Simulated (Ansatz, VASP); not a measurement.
## Two plane-wave programs on LiMgBN2

```
Li Mg B N
1.0
    -1.96348    1.96348    4.20326
     1.96348   -1.96348    4.20326
     1.96348    1.96348   -4.20326
Li Mg B N
1 1 1 2
Direct
  0.25000 0.75000 0.50000
  0.75000 0.25000 0.50000
  0.50000 0.50000 0.00000
  0.65126 0.65126 0.00000
  0.34874 0.34874 0.00000
```

Alike in both runs: task single point; functional LDA; k mesh 12 × 12 × 12; occupations gaussian, width 0.05 eV; no spin polarisation.

|  | VASP | Ansatz |
| --- | --- | --- |
| version | VASP 6.6.1 | Ansatz 0.2.0 |
| potentials or method | VASP PAW LDA potentials, release 64 (Li_sv, Mg, B, N), cutoff 520 eV | scalar-relativistic, plane waves, PAW |
| valence electrons in the cell | 18 | 26 |

Ansatz gave:

```
gap on the k mesh at the Fermi level (eV) : 2.29
least direct gap on the mesh (eV)         : 3.07
rms of the force components (eV/Å)        : 1.685
```

What did VASP give for the same quantities?

gap on the k mesh at the Fermi level (eV): 2.28; least direct gap on the mesh (eV): 3.05; rms of the force components (eV/Å): 1.677.

LDA's correlation is that of Perdew and Zunger in VASP and of Perdew and Wang (1992) in Ansatz. Atom by atom the forces differ by 0.008 eV/Å (rms over components). VASP's potentials hold 18 valence electrons a cell and Ansatz's 26, so a difference there can come from the potentials and not from the codes.

Noted on VASP's run: the cutoff is under 1.25 times that of the potentials, so the pressure is a little rough.
